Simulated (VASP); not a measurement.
## Ta4H3: single point with PBE

Ta4H3:

```
CELL_PARAMETERS angstrom
4.29773 0.00000 0.00000
0.00000 4.29773 0.00000
0.00000 0.00000 4.29773
ATOMIC_POSITIONS crystal
Ta 0.00000 0.00000 0.00000
Ta 0.00000 0.50000 0.50000
Ta 0.50000 0.00000 0.50000
Ta 0.50000 0.50000 0.00000
H 0.50000 0.00000 0.00000
H 0.00000 0.50000 0.00000
H 0.00000 0.00000 0.50000
```

The cell was generated, and may not be a known phase.

```json
{
 "Program": "VASP 6.6.1",
 "Task": "single point",
 "Functional": "PBE",
 "Potentials or basis": "VASP PAW PBE potentials, release 64 (Ta_pv, H)",
 "Cutoff": "500 eV",
 "k mesh": "4 × 4 × 4",
 "Occupations": "gaussian, width 0.2 eV",
 "Spin": "no spin polarisation",
 "Dipole correction": "no",
 "Further INCAR settings": "ALGO = Normal; EDIFF = 1e-06; NBANDS = 32"
}
```

```yaml
Pressure: 0.0 GPa
Band_gap_on_the_k_mesh: zero (an odd number of electrons rules out a gap without spin polarisation)
```

Levels at points of the mesh, in eV from the Fermi level:
| k point | band 22 | band 23 | band 24 | band 25 | band 26 | band 27 |
| --- | --- | --- | --- | --- | --- | --- |
| (0.00, 0.00, 0.00) | 0.09 | 1.72 | 1.72 | 1.72 | 2.77 | 2.77 |
| (0.50, 0.00, 0.00) | -1.57 | -0.36 | -0.35 | 0.76 | 1.42 | 1.81 |
| (0.50, 0.50, 0.00) | -1.66 | -1.38 | -1.17 | 0.64 | 0.66 | 1.17 |
| (0.50, 0.50, 0.50) | -0.58 | -0.58 | -0.58 | -0.11 | -0.11 | -0.11 |

It took 30 s on 1 thread of Intel Xeon 8259CL, with other jobs on the host, peak memory 0.18 GiB.

Caveat: the k points lie up to 0.37 Å⁻¹ apart, too coarse for converged energies and pressures of a metal; spin-orbit coupling is left out, which moves the levels of the heavy elements; an odd number of electrons without spin polarisation forces a metal; a magnetic or distorted state may lie lower.
